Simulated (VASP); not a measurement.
# Sn4Se3S (Pmmm) in VASP: further runs

Aim: see how the results for Sn4Se3S move with the level of theory and the settings. Levels: PBE, r2SCAN. Tasks: single point.

Program: VASP 6.6.1. These are calculated values, not measurements. Logs are shortened: lines on timing, memory, paths and dates and some standing lists are left out, and cuts for length are marked.

## Step 1: The cell of the first run

It takes space group Pmmm (No. 47, orthorhombic). The conventional cell has a = 4.273 Å, b = 6.043 Å, c = 8.546 Å, α = 90.00°, β = 90.00°, γ = 90.00°. Sn (site symmetry mmm) has 4 Se at 3.02 Å and 2 S at 3.02 Å within 4.0 Å. Sn (site symmetry mm2) has 4 Se at 3.02 Å and 2 S at 3.02 Å within 4.0 Å. Within 4.0 Å of Sn (site symmetry mmm) lie 6 Se at 3.02 Å. Se (site symmetry mm2) has 6 Sn at 3.02 Å within 4.0 Å. Within 4.0 Å of Se (site symmetry mmm) lie 6 Sn at 3.02 Å. S (site symmetry mmm) has 6 Sn at 3.02 Å within 4.0 Å.

## Step 2: Single point, PBE

INCAR reads:

```
ALGO = Normal
EDIFF = 1E-6
ENCUT = 520
GGA = PE
ISIF = 2
ISMEAR = 0
LASPH = T
LCHARG = F
LREAL = F
LWAVE = F
NBANDS = 50
NELM = 100
PREC = Accurate
SIGMA = 0.1
```

KPOINTS reads:

```
k-points
0
Gamma
  4 4 2
```

POSCAR reads:

```
Sn4Se3S
1.0
    4.2729569100      0.0000000000      0.0000000000
    0.0000000000      6.0428736200      0.0000000000
    0.0000000000      0.0000000000      8.5459138200
Sn Se S
4 3 1
Direct
    0.0000000000      0.0000000000      0.0000000000
    0.5000000000      0.5000000000      0.2500000000
    0.0000000000      0.0000000000      0.5000000000
    0.5000000000      0.5000000000      0.7500000000
    0.5000000000      0.0000000000      0.2500000000
    0.0000000000      0.5000000000      0.5000000000
    0.5000000000      0.0000000000      0.7500000000
    0.0000000000      0.5000000000      0.0000000000
```

Potentials or basis: VASP PAW PBE potentials, release 64 (Sn_d, Se, S).

Launch:

```sh
$ cat potpaw_PBE.64/Sn_d/POTCAR potpaw_PBE.64/Se/POTCAR potpaw_PBE.64/S/POTCAR > POTCAR
$ mpirun -np 1 vasp_std > vasp.out
```

OUTCAR:

```text
EDIFF = 1E-6
   ENCUT = 520
   GGA = PE
   ISIF = 2
   ISMEAR = 0
   LASPH = T
   LREAL = F
   NELM = 100
   PREC = Accurate

 ion  position               nearest neighbor table
   1  0.000  0.000  0.000-   5 3.02   7 3.02   5 3.02   7 3.02   8 3.02   8 3.02
   2  0.500  0.500  0.250-   6 3.02   8 3.02   6 3.02   8 3.02   5 3.02   5 3.02
   3  0.000  0.000  0.500-   5 3.02   7 3.02   5 3.02   7 3.02   6 3.02   6 3.02
   4  0.500  0.500  0.750-   6 3.02   8 3.02   6 3.02   8 3.02   7 3.02   7 3.02
   5  0.500  0.000  0.250-   1 3.02   3 3.02   1 3.02   3 3.02   2 3.02   2 3.02
   6  0.000  0.500  0.500-   2 3.02   4 3.02   2 3.02   4 3.02   3 3.02   3 3.02
   7  0.500  0.000  0.750-   1 3.02   3 3.02   1 3.02   3 3.02   4 3.02   4 3.02
   8  0.000  0.500  0.000-   2 3.02   4 3.02   2 3.02   4 3.02   1 3.02   1 3.02

  LATTYP: Found a simple orthorhombic cell.
 ALAT       =     4.2729569100
 B/A-ratio  =     1.4142135639
 C/A-ratio  =     2.0000000000

  Lattice vectors:

 A1 = (   4.2729569100,   0.0000000000,   0.0000000000)
 A2 = (   0.0000000000,   6.0428736200,   0.0000000000)
 A3 = (   0.0000000000,   0.0000000000,   8.5459138200)

Analysis of symmetry for initial positions (statically):
=====================================================================
 Subroutine PRICEL returns:
 Original cell was already a primitive cell.

 Routine SETGRP: Setting up the symmetry group for a
 simple orthorhombic supercell.

 Subroutine GETGRP returns: Found  8 space group operations
 (whereof  8 operations were pure point group operations)
 out of a pool of  8 trial point group operations.

The static configuration has the point symmetry D_2h.

Analysis of symmetry for dynamics (positions and initial velocities):
=====================================================================
 Subroutine PRICEL returns:
 Original cell was already a primitive cell.

 Routine SETGRP: Setting up the symmetry group for a
 simple orthorhombic supercell.

 Subroutine GETGRP returns: Found  8 space group operations
 (whereof  8 operations were pure point group operations)
 out of a pool of  8 trial point group operations.

The dynamic configuration has the point symmetry D_2h.

 Subroutine INISYM returns: Found  8 space group operations
 (whereof  8 operations are pure point group operations),
 and found     1 'primitive' translations

----------------------------------------------------------------------------------------

                                     Primitive cell

  volume of cell :     220.6635

  direct lattice vectors                    reciprocal lattice vectors
     4.272956910  0.000000000  0.000000000     0.234029975  0.000000000  0.000000000
     0.000000000  6.042873620  0.000000000     0.000000000  0.165484182  0.000000000
     0.000000000  0.000000000  8.545913820     0.000000000  0.000000000  0.117014988

  length of vectors
     4.272956910  6.042873620  8.545913820     0.234029975  0.165484182  0.117014988

  position of ions in fractional coordinates (direct lattice)
     0.000000000  0.000000000  0.000000000
     0.500000000  0.500000000  0.250000000
     0.000000000  0.000000000  0.500000000
     0.500000000  0.500000000  0.750000000
     0.500000000  0.000000000  0.250000000
     0.000000000  0.500000000  0.500000000
     0.500000000  0.000000000  0.750000000
     0.000000000  0.500000000  0.000000000

  ion indices of the primitive-cell ions
   primitive index   ion index
                 1           1
                 2           2
                 3           3
                 4           4
                 5           5
                 6           6
                 7           7
                 8           8

----------------------------------------------------------------------------------------

 KPOINTS: k-points

Automatic generation of k-mesh.
 Grid dimensions read from file:
 generate k-points for:    4    4    2

 Generating k-lattice:

  Cartesian coordinates                     Fractional coordinates (reciprocal lattice)
     0.058507494  0.000000000  0.000000000     0.250000000  0.000000000  0.000000000
     0.000000000  0.041371046  0.000000000     0.000000000  0.250000000  0.000000000
     0.000000000  0.000000000  0.058507494     0.000000000  0.000000000  0.500000000

  Length of vectors
     0.058507494  0.041371046  0.058507494

  Shift w.r.t. Gamma in fractional coordinates (k-lattice)
     0.000000000  0.000000000  0.000000000

 Subroutine IBZKPT returns following result:
 ===========================================

 Found     18 irreducible k-points:

 Following reciprocal coordinates:
            Coordinates               Weight
  0.000000  0.000000  0.000000      1.000000
  0.250000  0.000000  0.000000      2.000000
  0.500000  0.000000  0.000000      1.000000
  0.000000  0.250000  0.000000      2.000000
  0.250000  0.250000  0.000000      4.000000
  0.500000  0.250000  0.000000      2.000000
[... 10 lines left out ...]
  0.250000  0.500000  0.500000      2.000000
  0.500000  0.500000  0.500000      1.000000
   k-points           NKPTS =     18   k-points in BZ     NKDIM =     18   number of bands    NBANDS=     50
   number of dos      NEDOS =    301   number of ions     NIONS =      8
   total plane-waves  NPLWV =  98304
   dimension x,y,z NGX =    32 NGY =   48 NGZ =   64
   dimension x,y,z NGXF=    64 NGYF=   96 NGZF=  128
   ions per type =               4   3   1
   NGX,Y,Z   is equivalent  to a cutoff of  12.45, 13.21, 12.45 a.u.
   NGXF,Y,Z  is equivalent  to a cutoff of  24.90, 26.41, 24.90 a.u.
 SYSTEM =  unknown system
   PREC   = accura    normal or accurate (medium, high low for compatibility)
   ISTART =      0    job   : 0-new  1-cont  2-samecut
   ICHARG =      2    charge: 1-file 2-atom 10-const
   ISPIN  =      1    spin polarized calculation?
   LNONCOLLINEAR =      F non collinear calculations
   LSORBIT =      F    spin-orbit coupling
   LASPH  =      T    aspherical Exc in radial PAW
   ENCUT  =  520.0 eV  38.22 Ry    6.18 a.u.   7.94 11.24 15.89*2*pi/ulx,y,z
   NELM   =    100;   NELMIN=  2; NELMDL= -5     # of ELM steps
   EDIFF  = 0.1E-05   stopping-criterion for ELM
   LREAL  =      F    real-space projection
   EDIFFG = 0.1E-04   stopping-criterion for IOM
   NSW    =      0    number of steps for IOM
   IBRION =     -1    ionic relax: 0-MD 1-quasi-New 2-CG
   NFREE  =      0    steps in history (QN), initial steepest desc. (CG)
   ISIF   =      2    stress and relaxation
   ISYM   =      2    0-nonsym 1-usesym 2-fastsym
   POTIM  = 0.5000    time-step for ionic-motion
   TEBEG  =    0.0;   TEEND  =   0.0 temperature during run
   PSTRESS=    0.0 pullay stress
   NELECT =      80.0000    total number of electrons
   NUPDOWN=      -1.0000    fix difference up-down
   EMIN   =  10.00;   EMAX   =-10.00  energy-range for DOS
   EFERMI =   0.00;   METHOD = LEGACY
   ISMEAR =     0;   SIGMA  =   0.10  broadening in eV -4-tet -1-fermi 0-gaus
   EFERMI_NEDOS =   21; number of points for ismear=-14 and -15
   IALGO  =     38    algorithm
   IMIX   =      4    mixing-type and parameters
     AMIX     =   0.40;   BMIX     =  1.00
     AMIX_MAG =   1.60;   BMIX_MAG =  1.00
  volume/ion in A,a.u.               =      27.58       186.14
  Fermi-wavevector in a.u.,A,eV,Ry     =   1.167333  2.205939 18.540191  1.362666
  Thomas-Fermi vector in A             =   2.303834
   LORBIT       =      0    0 simple, 1 ext, 2 COOP (PROOUT), +10 PAW based schemes
   GGA     = PE    functional components
   LHFCALC =     F    Hartree Fock is set to
   AEXX    =    0.0000 exact exchange contribution
   IVDW    =     0    specifies the selected vdW correction
   LEPSILON=     F    determine dielectric tensor
   LRPA    =     F    only Hartree local field effects (RPA)
 non-spin polarized calculation
 Gauss-broadening in eV      SIGMA  =   0.10
  energy-cutoff  :      520.00
  volume of cell :      220.66
 maximum number of plane-waves:      6004
 NGX is ok and might be reduce to    32
   NGX = 15   NGY = 23   NGZ = 31

 number of electron      80.0000036 magnetization

 Free energy of the ion-electron system (eV)
  ---------------------------------------------------
  ext. energy  EPLUGINS =         0.00000000
  ---------------------------------------------------
  free energy    TOTEN  =       -33.34611267 eV

  energy without entropy =      -33.34582973  energy(sigma->0) =      -33.34597120

 E-fermi :   5.6231     XC(G=0):  -9.4868

 val. band max:        5.4412040151   @ k =   0.0000   0.5000   0.0000
 cond. band min:       5.8006901746   @ k =   0.5000   0.5000   0.0000
 fundamental gap:      0.3594861595
 Fermi energy:         5.6230728608

 k-point     1 :       0.0000    0.0000    0.0000
  band No.  band energies     occupation
      1     -16.2661      2.00000
      2     -16.2525      2.00000
      3     -16.2494      2.00000
      4     -16.2460      2.00000
      5     -16.2453      2.00000
      6     -16.2452      2.00000
[... 42 lines left out ...]
     49       9.6750      0.00000
     50       9.6936      0.00000

 k-point     2 :       0.2500    0.0000    0.0000
  band No.  band energies     occupation
      1     -16.2601      2.00000
      2     -16.2590      2.00000
      3     -16.2543      2.00000
      4     -16.2477      2.00000
      5     -16.2471      2.00000
      6     -16.2444      2.00000
[... 42 lines left out ...]
     49       9.3602      0.00000
     50       9.6061      0.00000

 k-point     3 :       0.5000    0.0000    0.0000
  band No.  band energies     occupation
      1     -16.2665      2.00000
      2     -16.2620      2.00000
      3     -16.2526      2.00000
      4     -16.2511      2.00000
      5     -16.2510      2.00000
      6     -16.2458      2.00000
[... 784 lines left out ...]
     49       9.3552      0.00000
     50       9.4907      0.00000

 k-point    18 :       0.5000    0.5000    0.5000
  band No.  band energies     occupation
      1     -16.2534      2.00000
      2     -16.2512      2.00000
      3     -16.2500      2.00000
      4     -16.2493      2.00000
      5     -16.2471      2.00000
      6     -16.2470      2.00000
[... 42 lines left out ...]
     49       8.8181      0.00000
     50       9.3245      0.00000

------------------------ aborting loop because EDIFF is reached ----------------------------------------

  FORCE on cell =-STRESS in cart. coord.  units (eV):
  Direction    XX          YY          ZZ          XY          YZ          ZX
  --------------------------------------------------------------------------------------
  -------------------------------------------------------------------------------------
  Total       -1.7615520     -1.8829599     -1.7796678      0.0000000      0.0000000      0.0000000
  in kB      -12.7901465    -13.6716560    -12.9216805      0.0000000      0.0000000      0.0000000
  external PRESSURE =     -13.1278277 kB  Pullay stress =       0.0000000 kB

 VOLUME and BASIS-vectors are now :
 -----------------------------------------------------------------------------
  energy-cutoff  :      520.00
  volume of cell :      220.66
      direct lattice vectors                 reciprocal lattice vectors
     4.272956910  0.000000000  0.000000000     0.234029975  0.000000000  0.000000000
     0.000000000  6.042873620  0.000000000     0.000000000  0.165484182  0.000000000
     0.000000000  0.000000000  8.545913820     0.000000000  0.000000000  0.117014988

 POSITION                                       TOTAL-FORCE (eV/Angst)
 -----------------------------------------------------------------------------------
      0.00000      0.00000      0.00000         0.000000      0.000000     -0.000000
      2.13648      3.02144      2.13648         0.000000      0.000000     -0.347207
      0.00000      0.00000      4.27296         0.000000      0.000000     -0.000000
      2.13648      3.02144      6.40944         0.000000      0.000000      0.347207
      2.13648      0.00000      2.13648         0.000000      0.000000      0.014365
      0.00000      3.02144      4.27296         0.000000      0.000000     -0.000000
      2.13648      0.00000      6.40944         0.000000      0.000000     -0.014365
      0.00000      3.02144      0.00000         0.000000      0.000000     -0.000000
 -----------------------------------------------------------------------------------
    total drift:                                0.000000      0.000000     -0.000000

  FREE ENERGIE OF THE ION-ELECTRON SYSTEM (eV)
  ---------------------------------------------------
  free  energy   TOTEN  =       -33.3461126701 eV

  energy  without entropy=      -33.3458297269  energy(sigma->0) =      -33.34597120
```

Run time: 2.5 min. Hardware: 1 thread of Intel Xeon Platinum 8259CL at 2.50GHz (Skylake/Cascade Lake), shared host; peak memory 0.39 GiB.

What came out:

| Quantity | Value |
| --- | --- |
| Free energy | -33.3461 eV |
| Pressure | -1.3 GPa |
| Largest force | 0.347 eV/Å |
| Band gap on the k mesh | 0.36 eV |

Forces on the atoms (eV/Å):
```
Sn   0.000  0.000  0.000
Sn   0.000  0.000 -0.347
Sn   0.000  0.000  0.000
Sn   0.000  0.000  0.347
Se   0.000  0.000  0.014
Se   0.000  0.000  0.000
Se   0.000  0.000 -0.014
S    0.000  0.000  0.000
```

Caveat: spin-orbit coupling is left out, which moves the levels of the heavy elements.

(Part 1 of 2 ends here.)
